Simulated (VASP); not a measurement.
Crystal: Hf2C5.

```
CELL_PARAMETERS angstrom
4.35448 0.00000 0.00000
0.00000 5.02440 0.00000
0.00000 0.00000 8.12024
ATOMIC_POSITIONS crystal
Hf 0.00000 0.00000 0.68000
Hf 0.00000 0.00000 0.32000
Hf 0.50000 0.50000 0.68000
Hf 0.50000 0.50000 0.32000
C 0.50000 0.00000 0.50000
C 0.66670 0.50000 0.00000
C 0.83330 0.75000 0.00000
C 0.66670 0.00000 0.00000
C 0.83330 0.25000 0.00000
C 0.33330 0.00000 0.00000
C 0.16670 0.75000 0.00000
C 0.33330 0.50000 0.00000
C 0.16670 0.25000 0.00000
C 0.00000 0.50000 0.50000
```

| Item | Value |
| --- | --- |
| Program | VASP 6.6.1 |
| Task | relaxation of cell and atoms |
| Functional | PBE |
| Potentials or basis | VASP PAW PBE potentials, release 64 (Hf_pv, C) |
| Cutoff | 600 eV |
| k mesh | 4 × 3 × 2 |
| Occupations | gaussian, width 0.2 eV |
| Spin | no spin polarisation |

At the start: pressure -19.6 GPa; volume 12.69 Å³/atom.

**Question.** Where does the relaxation end?

**Answer.** Over 13 steps the energy falls by 151.5 meV/atom and the volume is 10.75 Å³/atom (-15.3 %); space group Pmmm (No. 47, to 0.1 Å) before and after.

The path:
| step | energy change (eV) | largest force (eV/Å) | pressure (GPa) | volume (Å³) |
| --- | --- | --- | --- | --- |
| 1 | 0.0000 | 1.0899 | -19.58 | 177.66 |
| 2 | 0.1177 | 1.9516 | 31.25 | 140.61 |
| 3 | -1.4805 | 0.4636 | 0.01 | 158.07 |
| 4 | -1.8019 | 1.4092 | -0.59 | 154.40 |
| 5 | -1.8041 | 1.3351 | -0.60 | 154.70 |
| 6 | -1.8868 | 2.0033 | -0.56 | 152.22 |
| 7 | -1.9224 | 1.3434 | -0.78 | 153.11 |
| 8 | -2.0942 | 0.4788 | -0.24 | 150.94 |
| 9 | -2.1047 | 0.4037 | 0.14 | 150.24 |
| 10 | -2.1113 | 0.7548 | 0.36 | 150.44 |
| 11 | -2.1165 | 0.2826 | 0.26 | 150.36 |
| 12 | -2.1210 | 0.1193 | 0.27 | 150.62 |
| 13 | -2.1215 | 0.0383 | 0.27 | 150.56 |

Final structure:
```
Hf C
1.0
     4.17487    0.00000    0.00000
     0.00000    4.97663    0.00000
     0.00000    0.00000    7.24666
Hf C
4 10
Direct
  0.00000 0.00000 0.69623
  0.00000 0.00000 0.30377
  0.50000 0.50000 0.68377
  0.50000 0.50000 0.31623
  0.50000 0.00000 0.50000
  0.66970 0.50000 0.00000
  0.83144 0.75115 0.00000
  0.66764 0.00000 0.00000
  0.83144 0.24885 0.00000
  0.33236 0.00000 0.00000
  0.16856 0.75115 0.00000
  0.33030 0.50000 0.00000
  0.16856 0.24885 0.00000
  0.00000 0.50000 0.50000
```

Caveat: the k points lie up to 0.43 Å⁻¹ apart in the final cell, too coarse for converged energies and pressures of a metal; the volume moved by over 15 % at a fixed basis, so the end points are rough; the relaxation stopped at a loose force limit of 0.08 eV/Å, so its end isn't a converged minimum.
